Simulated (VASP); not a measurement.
Write the native input for VASP 6.6.1 that does the following.

```yaml
Task: single point
Functional: r2SCAN
Potentials_or_basis: VASP PAW PBE potentials, release 64 (Mo_sv)
Cutoff: 550 eV
k_mesh: 18 × 18 × 18
Occupations: gaussian, width 0.1 eV
Spin: no spin polarisation
Dipole_correction: no
Further_INCAR_settings: ALGO = Normal; EDIFF = 1e-06; NBANDS = 13
```

Mo:

```
Mo
1.0
    -1.56464    1.56464    1.56464
     1.56464   -1.56464    1.56464
     1.56464    1.56464   -1.56464
Mo
1
Direct
  0.00000 0.00000 0.00000
```

The input as run:

POSCAR

```
Mo
1.0
   -1.5646440655      1.5646440655      1.5646440655
    1.5646440655     -1.5646440655      1.5646440655
    1.5646440655      1.5646440655     -1.5646440655
Mo
1
Direct
    0.0000000000      0.0000000000      0.0000000000
```

INCAR.step1

```
PREC     = Accurate       # precision mode
ENCUT    = 550            # plane-wave cutoff, eV
ISMEAR   = 0              # smearing method
SIGMA    = 0.1            # smearing width, eV
LREAL    = F              # projectors in reciprocal space
LASPH    = T              # aspherical terms in the spheres
NELM     = 120            # most SCF steps
NBANDS   = 13             # bands
GGA      = PE             # functional
ALGO     = Normal         # electronic algorithm
EDIFF    = 1E-5           # SCF threshold, eV
LWAVE    = T              # write WAVECAR
LCHARG   = F              # write CHGCAR
GGA_COMPAT= F
```

INCAR.step2

```
PREC     = Accurate       # precision mode
ENCUT    = 550            # plane-wave cutoff, eV
EDIFF    = 1E-6           # SCF threshold, eV
ISMEAR   = 0              # smearing method
SIGMA    = 0.1            # smearing width, eV
LREAL    = F              # projectors in reciprocal space
LASPH    = T              # aspherical terms in the spheres
NELM     = 120            # most SCF steps
ALGO     = Normal         # electronic algorithm
ISIF     = 2              # what is computed and relaxed
LWAVE    = F              # write WAVECAR
LCHARG   = F              # write CHGCAR
METAGGA  = R2SCAN         # meta-GGA
LMIXTAU  = T            
NBANDS   = 13             # bands
ISTART   = 1            
GGA_COMPAT= F
```

KPOINTS

```
regular mesh
0
Gamma
  18 18 18
```

Potentials or basis: VASP PAW PBE potentials, release 64 (Mo_sv).

Command:

```console
$ cat potpaw_PBE.64/Mo_sv/POTCAR > POTCAR
$ cp INCAR.step1 INCAR
$ mpirun -np 1 vasp_std > vasp.out
$ cp INCAR.step2 INCAR
$ mpirun -np 1 vasp_std > vasp.out
```

Results of the run:

```json
{"Pressure": "6.9 GPa", "Band gap on the k mesh": "zero (band 7 reaches 17.14 eV, above the bottom of band 8 at 11.41 eV)"}
```

Caveat: the PAW data sets were made with another functional, which shifts forces and pressure a little.

It took 2.7 min on 1 thread of Intel Xeon 8259CL, on a shared host, peak memory 0.17 GiB.
